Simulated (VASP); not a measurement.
# NaH (Fm-3m) in VASP: further runs, part 2 of 3

VASP 6.6.1.

**3. Electric field gradients, PBE (15.11 Å³/atom)**

The input, INCAR:

```
SYSTEM = NaH
PREC     = Accurate       ! precision mode
ENCUT    = 520            ! plane-wave cutoff, eV
EDIFF    = 1E-8           ! SCF threshold, eV
ISMEAR   = -1             ! smearing method
SIGMA    = 0.03           ! smearing width, eV
LREAL    = .False.        ! projectors in reciprocal space
LASPH    = .True.         ! aspherical terms in the spheres
NELM     = 80             ! most SCF steps
ALGO     = Normal         ! electronic algorithm
ISIF     = 2              ! what is computed and relaxed
LWAVE    = .False.        ! write WAVECAR
LCHARG   = .False.        ! write CHGCAR
GGA      = PE             ! functional
LEFG     = .True.       
NBANDS   = 11             ! bands
```

The input, KPOINTS:

```
regular mesh
0
Gamma
  9 9 9
  0 0 0
```

The input, POSCAR:

```
NaH
1.0
    0.0000000000      2.4721089453      2.4721089453
    2.4721089453      0.0000000000      2.4721089453
    2.4721089453      2.4721089453      0.0000000000
Na H
1 1
Direct
    0.0000000000      0.0000000000      0.0000000000
    0.5000000000      0.5000000000      0.5000000000
```

Potentials or basis: VASP PAW PBE potentials, release 64 (Na_pv, H).

Run with:

```bash
$ cat potpaw_PBE.64/Na_pv/POTCAR potpaw_PBE.64/H/POTCAR > POTCAR
$ mpirun -np 1 vasp_std > vasp.out
```

OUTCAR:

```text
SYSTEM = NaH
   PREC = Accurate
   ENCUT = 520
   EDIFF = 1E-8
   ISMEAR = -1
   LREAL = .False.
   LASPH = .True.
   NELM = 80
   ISIF = 2
   GGA = PE

 ion  position               nearest neighbor table
   1  0.000  0.000  0.000-
   2  0.500  0.500  0.500-

  LATTYP: Found a face centered cubic cell.
 ALAT       =     4.9442178906

  Lattice vectors:

 A1 = (   0.0000000000,   2.4721089453,   2.4721089453)
 A2 = (   2.4721089453,   0.0000000000,   2.4721089453)
 A3 = (   2.4721089453,   2.4721089453,   0.0000000000)

[... 545 lines left out ...]
  FREE ENERGIE OF THE ION-ELECTRON SYSTEM (eV)
  ---------------------------------------------------
  free  energy   TOTEN  =        -5.0786976890 eV

  energy  without entropy=       -5.0786976890  energy(sigma->0) =       -5.07869769

 Electric field gradients (V/A^2)
---------------------------------------------------------------------
 ion       V_xx      V_yy      V_zz      V_xy      V_xz      V_yz
---------------------------------------------------------------------
   1      -0.000    -0.000     0.000     0.002     0.002     0.002
   2       0.000    -0.000    -0.000     0.001     0.001     0.001
---------------------------------------------------------------------

 Electric field gradients after diagonalization (V/A^2)
 (convention: |V_zz| > |V_xx| > |V_yy|)
----------------------------------------------------------------------
 ion       V_xx      V_yy      V_zz     asymmetry (V_yy - V_xx)/ V_zz
----------------------------------------------------------------------
   1      -0.002    -0.002     0.005       0.000
   2      -0.001    -0.001     0.001       0.000
----------------------------------------------------------------------

           NMR quadrupolar parameters

 Cq : quadrupolar parameter    Cq=e*Q*V_zz/h
 eta: asymmetry parameters     (V_yy - V_xx)/ V_zz
 Q  : nuclear electric quadrupole moment in mb (millibarn)
----------------------------------------------------------------------
 ion       Cq(MHz)       eta       Q (mb)
----------------------------------------------------------------------
   1       0.000       0.000       1.000
   2       0.000       0.000       1.000
----------------------------------------------------------------------
```

OSZICAR:

```text
N       E                     dE             d eps       ncg     rms          rms(c)
DAV:   1     0.360028021773E+02    0.36003E+02   -0.44348E+03   776   0.710E+02
DAV:   2    -0.422951049876E+01   -0.40232E+02   -0.39693E+02   813   0.193E+02
DAV:   3    -0.549264960061E+01   -0.12631E+01   -0.12619E+01   938   0.315E+01
DAV:   4    -0.550183869628E+01   -0.91891E-02   -0.91882E-02   894   0.277E+00
DAV:   5    -0.550192854802E+01   -0.89852E-04   -0.89851E-04   887   0.279E-01    0.314E+00
DAV:   6    -0.516178506043E+01    0.34014E+00   -0.34584E-01   913   0.266E+00    0.143E+00
DAV:   7    -0.507355121377E+01    0.88234E-01   -0.32768E-01   875   0.205E+00    0.361E-01
DAV:   8    -0.507883169862E+01   -0.52805E-02   -0.10838E-02   818   0.924E-01    0.723E-02
DAV:   9    -0.507870530065E+01    0.12640E-03   -0.12894E-03   945   0.358E-01    0.227E-02
DAV:  10    -0.507869401137E+01    0.11289E-04   -0.70189E-05   855   0.514E-02    0.468E-03
DAV:  11    -0.507869794118E+01   -0.39298E-05   -0.71349E-06   895   0.117E-02    0.324E-03
DAV:  12    -0.507869768137E+01    0.25981E-06   -0.25966E-07   872   0.340E-03    0.291E-04
DAV:  13    -0.507869768903E+01   -0.76558E-08   -0.60226E-09   910   0.589E-04
   1 F= -.50786977E+01 E0= -.50786977E+01  d E =-.891170E-11
```

stdout:

```text
POSCAR found type information on POSCAR NaH
 POSCAR found :  2 types and       2 ions
 scaLAPACK will be used
 LDA part: xc-table for (Slater+PW92), standard interpolation
 POSCAR, INCAR and KPOINTS ok, starting setup
 FFT: planning ... GRIDC
 FFT: planning ... GRID_SOFT
 FFT: planning ... GRID
 WAVECAR not read
 entering main loop
ion   1

ion   2
```

Run time: 22 s. Hardware: 1 thread of AMD EPYC 7R13, shared host; peak memory 0.12 GiB.

Results:

| Property | Result |
| --- | --- |
| Free energy | -5.0787 eV |
| Pressure | -1.4 GPa |
| Band gap on the k mesh | 3.94 eV (least direct gap 4.61 eV) |
| Largest electric field gradient by atom | zero within the noise of the run |

Levels at points of the mesh, in eV from the valence-band top:
```csv
k point,band 1,band 2,band 3,band 4,band 5,band 6,band 7,band 8,band 9
"(0.00, 0.00, 0.00)",-22.17,-22.17,-22.17,-3.37,9.89,15.16,15.16,15.16,15.86
```

Caveat: an odd mesh through Γ misses points on the zone boundary, where band edges can lie.

**4. Electric field gradients, LDA**

This run uses another cell than the first one, of 14.53 Å³/atom.

The input, INCAR:

```
SYSTEM = NaH
ALGO = Normal
EDIFF = 1E-8
ENCUT = 520
ISIF = 2
ISMEAR = -1
LASPH = .TRUE.
LCHARG = .FALSE.
LEFG = .TRUE.
LREAL = .FALSE.
LWAVE = .FALSE.
NBANDS = 11
NELM = 80
PREC = Accurate
SIGMA = 0.03
```

The input, KPOINTS:

```
k-points
0
G
  9 9 9
  0 0 0
```

The input, POSCAR:

```
NaH
1.0
    0.0000000000      2.4400000000      2.4400000000
    2.4400000000      0.0000000000      2.4400000000
    2.4400000000      2.4400000000      0.0000000000
Na H
1 1
Direct
    0.0000000000      0.0000000000      0.0000000000
    0.5000000000      0.5000000000      0.5000000000
```

Potentials or basis: VASP PAW LDA potentials, release 64 (Na_pv, H).

Run with:

```bash
$ cat potpaw_LDA.64/Na_pv/POTCAR potpaw_LDA.64/H/POTCAR > POTCAR
$ mpirun -np 1 vasp_std > vasp.out
```

OUTCAR:

```text
SYSTEM = NaH
   EDIFF = 1E-8
   ENCUT = 520
   ISIF = 2
   ISMEAR = -1
   LASPH = .TRUE.
   LREAL = .FALSE.
   NELM = 80
   PREC = Accurate

 ion  position               nearest neighbor table
   1  0.000  0.000  0.000-
   2  0.500  0.500  0.500-

  LATTYP: Found a face centered cubic cell.
 ALAT       =     4.8800000000

  Lattice vectors:

 A1 = (   0.0000000000,   2.4400000000,   2.4400000000)
 A2 = (   2.4400000000,   0.0000000000,   2.4400000000)
 A3 = (   2.4400000000,   2.4400000000,   0.0000000000)

Analysis of symmetry for initial positions (statically):
=====================================================================
 Subroutine PRICEL returns:
 Original cell was already a primitive cell.

 Routine SETGRP: Setting up the symmetry group for a
 face centered cubic supercell.

 Subroutine GETGRP returns: Found 48 space group operations
 (whereof 48 operations were pure point group operations)
 out of a pool of 48 trial point group operations.

The static configuration has the point symmetry O_h .

Analysis of symmetry for dynamics (positions and initial velocities):
=====================================================================
 Subroutine PRICEL returns:
 Original cell was already a primitive cell.

 Routine SETGRP: Setting up the symmetry group for a
 face centered cubic supercell.

 Subroutine GETGRP returns: Found 48 space group operations
 (whereof 48 operations were pure point group operations)
 out of a pool of 48 trial point group operations.

The dynamic configuration has the point symmetry O_h .

 Subroutine INISYM returns: Found 48 space group operations
 (whereof 48 operations are pure point group operations),
 and found     1 'primitive' translations

----------------------------------------------------------------------------------------

                                     Primitive cell

  volume of cell :      29.0536

  direct lattice vectors                    reciprocal lattice vectors
     0.000000000  2.440000000  2.440000000    -0.204918033  0.204918033  0.204918033
     2.440000000  0.000000000  2.440000000     0.204918033 -0.204918033  0.204918033
     2.440000000  2.440000000  0.000000000     0.204918033  0.204918033 -0.204918033

  length of vectors
     3.450681092  3.450681092  3.450681092     0.354928444  0.354928444  0.354928444

  position of ions in fractional coordinates (direct lattice)
     0.000000000  0.000000000  0.000000000
     0.500000000  0.500000000  0.500000000

  ion indices of the primitive-cell ions
   primitive index   ion index
                 1           1
                 2           2

----------------------------------------------------------------------------------------

 KPOINTS: k-points

Automatic generation of k-mesh.
 Grid dimensions read from file:
 generate k-points for:    9    9    9

[... 77 lines left out ...]
   EFERMI =   0.00;   METHOD = LEGACY
   ISMEAR =    -1;   SIGMA  =   0.03  broadening in eV -4-tet -1-fermi 0-gaus
   EFERMI_NEDOS =   21; number of points for ismear=-14 and -15
   IALGO  =     38    algorithm
   IMIX   =      4    mixing-type and parameters
     AMIX     =   0.40;   BMIX     =  1.00
     AMIX_MAG =   1.60;   BMIX_MAG =  1.00
  volume/ion in A,a.u.               =      14.53        98.03
  Fermi-wavevector in a.u.,A,eV,Ry     =   1.065054  2.012660 15.433636  1.134340
  Thomas-Fermi vector in A             =   2.200593
   LORBIT       =      0    0 simple, 1 ext, 2 COOP (PROOUT), +10 PAW based schemes
   GGA     = CA    functional components
   LHFCALC =     F    Hartree Fock is set to
   AEXX    =    0.0000 exact exchange contribution
   IVDW    =     0    specifies the selected vdW correction
   LEPSILON=     F    determine dielectric tensor
   LRPA    =     F    only Hartree local field effects (RPA)
 non-spin polarized calculation
  energy-cutoff  :      520.00
  volume of cell :       29.05
 maximum number of plane-waves:       797
 NGX is ok and might be reduce to    28
   NGX = 13   NGY = 13   NGZ = 13

 number of electron       7.9999996 magnetization

 Free energy of the ion-electron system (eV)
  ---------------------------------------------------
  ext. energy  EPLUGINS =         0.00000000
  ---------------------------------------------------
  free energy    TOTEN  =        -5.37963809 eV

  energy without entropy =       -5.37963809  energy(sigma->0) =       -5.37963809

 E-fermi :  -0.6651     XC(G=0):  -8.1303

 val. band max:       -1.3750502118   @ k =  -0.3333   0.4444   0.1111
 cond. band min:       2.2934234711   @ k =  -0.4444   0.1111   0.0000
 fundamental gap:      3.6684736829
 Fermi energy:        -0.6650932467

 k-point     1 :       0.0000    0.0000    0.0000
  band No.  band energies     occupation
      1     -23.5315      2.00000
      2     -23.5315      2.00000
      3     -23.5315      2.00000
      4      -5.0121      2.00000
      5       8.8226      0.00000
      6      13.6707      0.00000
      7      13.6707      0.00000
      8      13.6707      0.00000
      9      14.5796      0.00000
     10      14.5796      0.00000
     11      14.5796      0.00000
[... 309 lines left out ...]
 k-point    24 :       0.4444    0.4444    0.0000
  band No.  band energies     occupation
      1     -23.6086      2.00000
      2     -23.5608      2.00000
      3     -23.5608      2.00000
      4      -1.6884      2.00000
      5       3.1692      0.00000
      6       8.3365      0.00000
      7       8.9024      0.00000
      8       8.9024      0.00000
      9       9.9678      0.00000
     10      21.2923      0.00000
     11      22.9595      0.00000

 [... further k-points ...]

------------------------ aborting loop because EDIFF is reached ----------------------------------------

  FORCE on cell =-STRESS in cart. coord.  units (eV):
  Direction    XX          YY          ZZ          XY          YZ          ZX
  --------------------------------------------------------------------------------------
  -------------------------------------------------------------------------------------
  Total       -0.4819933     -0.4819933     -0.4819933      0.0000000      0.0000000     -0.0000000
  in kB      -26.5798237    -26.5798237    -26.5798237      0.0000000      0.0000000     -0.0000000
  external PRESSURE =     -26.5798237 kB  Pullay stress =       0.0000000 kB

 VOLUME and BASIS-vectors are now :
 -----------------------------------------------------------------------------
  energy-cutoff  :      520.00
  volume of cell :       29.05
      direct lattice vectors                 reciprocal lattice vectors
     0.000000000  2.440000000  2.440000000    -0.204918033  0.204918033  0.204918033
     2.440000000  0.000000000  2.440000000     0.204918033 -0.204918033  0.204918033
     2.440000000  2.440000000  0.000000000     0.204918033  0.204918033 -0.204918033

 POSITION                                       TOTAL-FORCE (eV/Angst)
 -----------------------------------------------------------------------------------
      0.00000      0.00000      0.00000         0.000000     -0.000000     -0.000000
      2.44000      2.44000      2.44000         0.000000      0.000000      0.000000
 -----------------------------------------------------------------------------------
    total drift:                               -0.000000     -0.000000     -0.000000

  FREE ENERGIE OF THE ION-ELECTRON SYSTEM (eV)
  ---------------------------------------------------
  free  energy   TOTEN  =        -5.3796380945 eV

  energy  without entropy=       -5.3796380945  energy(sigma->0) =       -5.37963809

 Electric field gradients (V/A^2)
---------------------------------------------------------------------
 ion       V_xx      V_yy      V_zz      V_xy      V_xz      V_yz
---------------------------------------------------------------------
   1       0.000    -0.000    -0.000    -0.001    -0.001    -0.001
   2       0.000     0.000    -0.000     0.001     0.001     0.001
---------------------------------------------------------------------

 Electric field gradients after diagonalization (V/A^2)
 (convention: |V_zz| > |V_xx| > |V_yy|)
----------------------------------------------------------------------
 ion       V_xx      V_yy      V_zz     asymmetry (V_yy - V_xx)/ V_zz
----------------------------------------------------------------------
   1       0.001     0.001    -0.002       0.000
   2      -0.001    -0.001     0.002       0.000
----------------------------------------------------------------------

           NMR quadrupolar parameters

 Cq : quadrupolar parameter    Cq=e*Q*V_zz/h
 eta: asymmetry parameters     (V_yy - V_xx)/ V_zz
 Q  : nuclear electric quadrupole moment in mb (millibarn)
----------------------------------------------------------------------
 ion       Cq(MHz)       eta       Q (mb)
----------------------------------------------------------------------
   1      -0.000       0.000       1.000
   2       0.000       0.000       1.000
----------------------------------------------------------------------
```

stdout:

```text
POSCAR found type information on POSCAR NaH
 POSCAR found :  2 types and       2 ions
 scaLAPACK will be used
 LDA part: xc-table for (Slater(with rela. corr.)+CA(PZ))
 , standard interpolation
 POSCAR, INCAR and KPOINTS ok, starting setup
 FFT: planning ... GRIDC
 FFT: planning ... GRID_SOFT
 FFT: planning ... GRID
 WAVECAR not read
 entering main loop
ion   1

ion   2
```

It took 12 s on 1 thread of Intel Xeon Platinum 8488C (Sapphire Rapids), shared host; peak memory 0.13 GiB.

Results:

```
Free energy                             : -5.3796 eV
Pressure                                : -2.7 GPa
Band gap on the k mesh                  : 3.67 eV (least direct gap 4.41 eV)
Largest electric field gradient by atom : zero within the noise of the run
```

Caveat: an odd mesh through Γ misses points on the zone boundary, where band edges can lie. As with any semilocal functional, this LDA gap is likely too small.

(Continued in part 3 of 3.)
